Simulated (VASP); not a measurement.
# Ba (Fm-3m) in VASP: notebook, part 2 of 2

VASP 6.6.1.

### 4 Single point, r2SCAN (61.61 Å³/atom)

This run uses another cell than the first one, of 61.61 Å³/atom.

Contents of POSCAR:

```
Ba
1.0
    0.0000000000      3.1347912795      3.1347912795
    3.1347912795      0.0000000000      3.1347912795
    3.1347912795      3.1347912795      0.0000000000
Ba
1
Direct
    0.0000000000      0.0000000000      0.0000000000
```

Contents of INCAR.step1:

```
SYSTEM = Ba
ALGO = Normal
EDIFF = 1E-4
ENCUT = 520
GGA = PE
ISMEAR = -1
LASPH = .TRUE.
LCHARG = .FALSE.
LREAL = .FALSE.
LWAVE = .TRUE.
NBANDS = 11
NELM = 100
PREC = Accurate
SIGMA = 0.1
```

Contents of INCAR.step2:

```
SYSTEM = Ba
ALGO = Normal
EDIFF = 1E-7
ENCUT = 520
ISIF = 2
ISMEAR = -1
ISTART = 1
LASPH = .TRUE.
LCHARG = .FALSE.
LMIXTAU = .TRUE.
LREAL = .FALSE.
LWAVE = .FALSE.
METAGGA = R2SCAN
NBANDS = 11
NELM = 100
PREC = Accurate
SIGMA = 0.1
```

Contents of KPOINTS:

```
k-points
0
G
  10 10 10
  0 0 0
```

Potentials or basis: VASP PAW PBE potentials, release 64 (Ba_sv).

On the command line:

```console
cat potpaw_PBE.64/Ba_sv/POTCAR > POTCAR
cp INCAR.step1 INCAR
mpirun -np 1 vasp_std > vasp.out
cp INCAR.step2 INCAR
mpirun -np 1 vasp_std > vasp.out
```

OUTCAR:

```text
SYSTEM = Ba
   EDIFF = 1E-7
   ENCUT = 520
   ISIF = 2
   ISMEAR = -1
   ISTART = 1
   LASPH = .TRUE.
   LREAL = .FALSE.
   METAGGA = R2SCAN
   NELM = 100
   PREC = Accurate

 ion  position               nearest neighbor table
   1  0.000  0.000  0.000-

  LATTYP: Found a face centered cubic cell.
 ALAT       =     6.2695825590

  Lattice vectors:

 A1 = (   0.0000000000,   3.1347912795,   3.1347912795)
 A2 = (   3.1347912795,   0.0000000000,   3.1347912795)
 A3 = (   3.1347912795,   3.1347912795,   0.0000000000)

Analysis of symmetry for initial positions (statically):
=====================================================================
 Subroutine PRICEL returns:
 Original cell was already a primitive cell.

 Routine SETGRP: Setting up the symmetry group for a
 face centered cubic supercell.

 Subroutine GETGRP returns: Found 48 space group operations
 (whereof 48 operations were pure point group operations)
 out of a pool of 48 trial point group operations.

The static configuration has the point symmetry O_h .

Analysis of symmetry for dynamics (positions and initial velocities):
=====================================================================
 Subroutine PRICEL returns:
 Original cell was already a primitive cell.

 Routine SETGRP: Setting up the symmetry group for a
 face centered cubic supercell.

 Subroutine GETGRP returns: Found 48 space group operations
 (whereof 48 operations were pure point group operations)
 out of a pool of 48 trial point group operations.

The dynamic configuration has the point symmetry O_h .

 Subroutine INISYM returns: Found 48 space group operations
 (whereof 48 operations are pure point group operations),
 and found     1 'primitive' translations

----------------------------------------------------------------------------------------

                                     Primitive cell

  volume of cell :      61.6107

  direct lattice vectors                    reciprocal lattice vectors
[... 111 lines left out ...]
   LHFCALC =     F    Hartree Fock is set to
   AEXX    =    0.0000 exact exchange contribution
   IVDW    =     0    specifies the selected vdW correction
   LEPSILON=     F    determine dielectric tensor
   LRPA    =     F    only Hartree local field effects (RPA)
 non-spin polarized calculation
  energy-cutoff  :      520.00
  volume of cell :       61.61
 maximum number of plane-waves:      1676
 NGX is ok and might be reduce to    36
   NGX = 17   NGY = 17   NGZ = 17

 number of electron       9.9999999 magnetization

 Free energy of the ion-electron system (eV)
  ---------------------------------------------------
  ext. energy  EPLUGINS =         0.00000000
  ---------------------------------------------------
  free energy    TOTEN  =       -26.41050125 eV

  energy without entropy =      -26.35766701  energy(sigma->0) =      -26.38408413

 E-fermi :   1.8740     XC(G=0):  -7.9008

 val. band max:        1.8521766145   @ k =   0.4000   0.4000   0.0000
 cond. band min:       1.8781611033   @ k =  -0.4000   0.5000   0.1000
 fundamental gap:      0.0259844888
 Fermi energy:         1.8739611959

 k-point     1 :       0.0000    0.0000    0.0000
  band No.  band energies     occupation
      1     -28.0545      2.00000
      2     -12.5772      2.00000
      3     -12.5772      2.00000
      4     -12.5772      2.00000
      5      -1.0807      2.00000
      6       3.9054      0.00000
      7       3.9054      0.00000
      8       3.9054      0.00000
      9       5.5777      0.00000
     10       5.5777      0.00000
     11       8.1262      0.00000
[... 309 lines left out ...]
 k-point    24 :       0.4000    0.3000    0.0000
  band No.  band energies     occupation
      1     -28.0029      2.00000
      2     -12.9698      2.00000
      3     -12.7330      2.00000
      4     -12.7161      2.00000
      5       0.9704      1.99976
      6       2.0781      0.22976
      7       3.3263      0.00000
      8       5.3624      0.00000
      9       5.8924      0.00000
     10       6.7273      0.00000
     11       9.4086      0.00000

 [... further k-points ...]

------------------------ aborting loop because EDIFF is reached ----------------------------------------

  FORCE on cell =-STRESS in cart. coord.  units (eV):
  Direction    XX          YY          ZZ          XY          YZ          ZX
  --------------------------------------------------------------------------------------
  -------------------------------------------------------------------------------------
  Total        0.3026180      0.3026180      0.3026180      0.0000000      0.0000000     -0.0000000
  in kB        7.8695423      7.8695423      7.8695423      0.0000000      0.0000000     -0.0000000
  external PRESSURE =       7.8695423 kB  Pullay stress =       0.0000000 kB

 VOLUME and BASIS-vectors are now :
 -----------------------------------------------------------------------------
  energy-cutoff  :      520.00
  volume of cell :       61.61
      direct lattice vectors                 reciprocal lattice vectors
     0.000000000  3.134791279  3.134791279    -0.159500252  0.159500252  0.159500252
     3.134791279  0.000000000  3.134791279     0.159500252 -0.159500252  0.159500252
     3.134791279  3.134791279  0.000000000     0.159500252  0.159500252 -0.159500252

 POSITION                                       TOTAL-FORCE (eV/Angst)
 -----------------------------------------------------------------------------------
      0.00000      0.00000      0.00000         0.000000      0.000000      0.000000
 -----------------------------------------------------------------------------------
    total drift:                               -0.000000      0.000000      0.000000

  FREE ENERGIE OF THE ION-ELECTRON SYSTEM (eV)
  ---------------------------------------------------
  free  energy   TOTEN  =       -26.4105012495 eV

  energy  without entropy=      -26.3576670124  energy(sigma->0) =      -26.38408413
```

Run time: 3.7 min. Hardware: 1 thread of Intel Xeon 8259CL, shared host; peak memory 0.23 GiB.

What came out:

* Free energy: -26.4105 eV
* Pressure: 0.8 GPa
* Band gap on the k mesh: zero (bands 5 and 6 overlap by 0.11 eV)

Levels at points of the mesh, in eV from the Fermi level:
| k point | band 3 | band 4 | band 5 | band 6 | band 7 | band 8 |
| --- | --- | --- | --- | --- | --- | --- |
| (0.00, 0.00, 0.00) | -14.45 | -14.45 | -2.95 | 2.03 | 2.03 | 2.03 |
| (0.50, 0.00, 0.00) | -14.52 | -14.52 | -0.95 | 1.04 | 1.82 | 1.82 |
| (0.50, 0.50, 0.00) | -14.63 | -14.63 | -0.94 | -0.16 | 2.21 | 4.96 |

Caveat: the PAW data sets were made with another functional, which shifts forces and pressure a little; spin-orbit coupling is left out, which moves the levels of the heavy elements.

### 5 Single point, r2SCAN (64.29 Å³/atom)

This run uses another cell than the first one, of 64.29 Å³/atom.

Contents of POSCAR:

```
Ba
1.0
    0.0000000000      3.1795800632      3.1795800632
    3.1795800632      0.0000000000      3.1795800632
    3.1795800632      3.1795800632      0.0000000000
Ba
1
Direct
    0.0000000000      0.0000000000      0.0000000000
```

Contents of INCAR.step1:

```
SYSTEM = Ba
  PREC = Accurate
  ENCUT = 520
  ISMEAR = -1
  SIGMA = 0.1
  LREAL = .False.
  LASPH = .True.
  NELM = 100
  NBANDS = 11
  GGA = PE
  ALGO = Normal
  EDIFF = 1E-4
  LWAVE = .True.
  LCHARG = .False.
```

Contents of INCAR.step2:

```
SYSTEM = Ba
  PREC = Accurate
  ENCUT = 520
  EDIFF = 1E-6
  ISMEAR = -1
  SIGMA = 0.1
  LREAL = .False.
  LASPH = .True.
  NELM = 100
  ALGO = Normal
  ISIF = 2
  LWAVE = .False.
  LCHARG = .False.
  METAGGA = R2SCAN
  LMIXTAU = .True.
  NBANDS = 11
  ISTART = 1
```

Contents of KPOINTS:

```
regular mesh
0
Gamma
  10 10 10
  0 0 0
```

Potentials or basis: VASP PAW PBE potentials, release 64 (Ba_sv).

On the command line:

```console
cat potpaw_PBE.64/Ba_sv/POTCAR > POTCAR
cp INCAR.step1 INCAR
mpirun -np 1 vasp_std > vasp.out
cp INCAR.step2 INCAR
mpirun -np 1 vasp_std > vasp.out
```

OUTCAR:

```text
SYSTEM = Ba
   PREC = Accurate
   ENCUT = 520
   EDIFF = 1E-6
   ISMEAR = -1
   LREAL = .False.
   LASPH = .True.
   NELM = 100
   ISIF = 2
   METAGGA = R2SCAN
   ISTART = 1

 ion  position               nearest neighbor table
   1  0.000  0.000  0.000-

  LATTYP: Found a face centered cubic cell.
 ALAT       =     6.3591601264

  Lattice vectors:

 A1 = (   0.0000000000,   3.1795800632,   3.1795800632)
[... 514 lines left out ...]
      9       5.5996      0.00000
     10       6.4055      0.00000
     11       8.9616      0.00000

 [... further k-points ...]

------------------------ aborting loop because EDIFF is reached ----------------------------------------

  FORCE on cell =-STRESS in cart. coord.  units (eV):
  Direction    XX          YY          ZZ          XY          YZ          ZX
  --------------------------------------------------------------------------------------
  -------------------------------------------------------------------------------------
  Total        0.1645702      0.1645702      0.1645702     -0.0000000     -0.0000000     -0.0000000
  in kB        4.1013100      4.1013100      4.1013100     -0.0000000     -0.0000000     -0.0000000
  external PRESSURE =       4.1013100 kB  Pullay stress =       0.0000000 kB

 VOLUME and BASIS-vectors are now :
 -----------------------------------------------------------------------------
  energy-cutoff  :      520.00
  volume of cell :       64.29
      direct lattice vectors                 reciprocal lattice vectors
     0.000000000  3.179580063  3.179580063    -0.157253471  0.157253471  0.157253471
     3.179580063  0.000000000  3.179580063     0.157253471 -0.157253471  0.157253471
     3.179580063  3.179580063  0.000000000     0.157253471  0.157253471 -0.157253471

 POSITION                                       TOTAL-FORCE (eV/Angst)
 -----------------------------------------------------------------------------------
      0.00000      0.00000      0.00000        -0.000000     -0.000000      0.000000
 -----------------------------------------------------------------------------------
    total drift:                                0.000000      0.000000      0.000000

  FREE ENERGIE OF THE ION-ELECTRON SYSTEM (eV)
  ---------------------------------------------------
  free  energy   TOTEN  =       -26.4204449428 eV

  energy  without entropy=      -26.3673179727  energy(sigma->0) =      -26.39388146
```

OUTCAR.step1:

```text
SYSTEM = Ba
   PREC = Accurate
   ENCUT = 520
   ISMEAR = -1
   LREAL = .False.
   LASPH = .True.
[... 553 lines left out ...]
 -----------------------------------------------------------------------------------
      0.00000      0.00000      0.00000         0.000000      0.000000      0.000000
 -----------------------------------------------------------------------------------
    total drift:                               -0.000000      0.000000      0.000000

  FREE ENERGIE OF THE ION-ELECTRON SYSTEM (eV)
  ---------------------------------------------------
  free  energy   TOTEN  =        -1.9181738234 eV

  energy  without entropy=       -1.8604070164  energy(sigma->0) =       -1.88929042
```

OSZICAR.step1:

```text
N       E                     dE             d eps       ncg     rms          rms(c)
DAV:   1     0.543281098571E+02    0.54328E+02   -0.40936E+03  1034   0.740E+02
DAV:   2     0.785611870850E+00   -0.53542E+02   -0.52094E+02  1269   0.135E+02
DAV:   3    -0.182718764567E+01   -0.26128E+01   -0.25937E+01  1306   0.314E+01
DAV:   4    -0.191821589332E+01   -0.91028E-01   -0.90807E-01  1389   0.519E+00
DAV:   5    -0.192055252038E+01   -0.23366E-02   -0.23356E-02  1366   0.675E-01    0.159E+00
DAV:   6    -0.191888123243E+01    0.16713E-02   -0.32167E-03  1205   0.536E-01    0.941E-01
DAV:   7    -0.191809988068E+01    0.78135E-03   -0.53740E-03  1151   0.833E-01    0.402E-02
DAV:   8    -0.191817382342E+01   -0.73943E-04   -0.21205E-04  1338   0.105E-01
   1 F= -.19181738E+01 E0= -.18892904E+01  d E =-.577668E-01
```

Run time: 3.6 min. Hardware: 1 thread of Intel Xeon 8259CL, shared host; peak memory 0.22 GiB.

What came out:

```
Free energy            : -26.4204 eV
Pressure               : 0.4 GPa
Band gap on the k mesh : zero (bands 5 and 6 overlap by 0.05 eV)
```

Caveat: the PAW data sets were made with another functional, which shifts forces and pressure a little; spin-orbit coupling is left out, which moves the levels of the heavy elements.

### 6 The runs side by side

| cell | k mesh | gap on the mesh (eV) | pressure (GPa) |
| --- | --- | --- | --- |
| a = 4.558 Å, angles 60.0°, 1 atom | 9 × 9 × 9 | none | 0.1 |
| a = 4.368 Å, angles 60.0°, 1 atom | 10 × 10 × 10 | none | 1.2 |
| a = 4.433 Å, angles 60.0°, 1 atom | 10 × 10 × 10 | none | 0.8 |
| a = 4.497 Å, angles 60.0°, 1 atom | 10 × 10 × 10 | none | 0.4 |

Alike in all rows: task single point; level r2SCAN; potentials or basis VASP PAW PBE potentials, release 64 (Ba_sv); no spin polarisation; cutoff (eV) 520; smearing fermi-dirac 0.1 eV.

Caveats: the PAW data sets were made with another functional, which shifts forces and pressure a little; spin-orbit coupling is left out, which moves the levels of the heavy elements.

Total energies depend on the potentials used, so only differences within one code and one set of settings carry meaning.
